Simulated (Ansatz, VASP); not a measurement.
Two plane-wave programs on Zn

```
CELL_PARAMETERS angstrom
0.00000 2.66571 2.66571
2.66571 0.00000 2.66571
2.66571 2.66571 0.00000
ATOMIC_POSITIONS crystal
Zn 0.80750 0.89750 0.89750
Zn 0.19250 0.10250 0.10250
```

Change from the starting cell: shortest bond scaled by 0.82, PAW files.

Alike in both runs: task electric field gradients; functional r2SCAN; k mesh 10 × 10 × 10; occupations fermi-dirac, width 0.05 eV; no spin polarisation.

|  | VASP | Ansatz |
| --- | --- | --- |
| version | VASP 6.6.1 | Ansatz 0.2.0 |
| potentials or method | VASP PAW PBE potentials, release 64 (Zn) | PAW with Ansatz's default frozen-core files, scalar-relativistic |
| plane-wave cutoff (eV) | 520 | 500 |
| valence electrons in the cell | 24 | 24 |

VASP gave:

| Quantity | Value |
| --- | --- |
| pressure (GPa) | 22.8 |
| traceless stress, the component that is largest in VASP (GPa) | -22.23 |
| rms of the force components (eV/Å) | 4.521 |
| size of Vzz on the site where it differs most (V/Å²) | 66.2 |

Question: What did Ansatz give for the same quantities?

Answer: Pressure (GPa): 21.8; traceless stress, the component that is largest in VASP (GPa): -21.43; rms of the force components (eV/Å): 4.359; size of Vzz on the site where it differs most (V/Å²): 34.0.

VASP's potentials were made for PBE, not for r2SCAN. Atom by atom the forces differ by 0.162 eV/Å (rms over components). With one functional, cell and mesh, what is left measures potentials, basis and numerics.
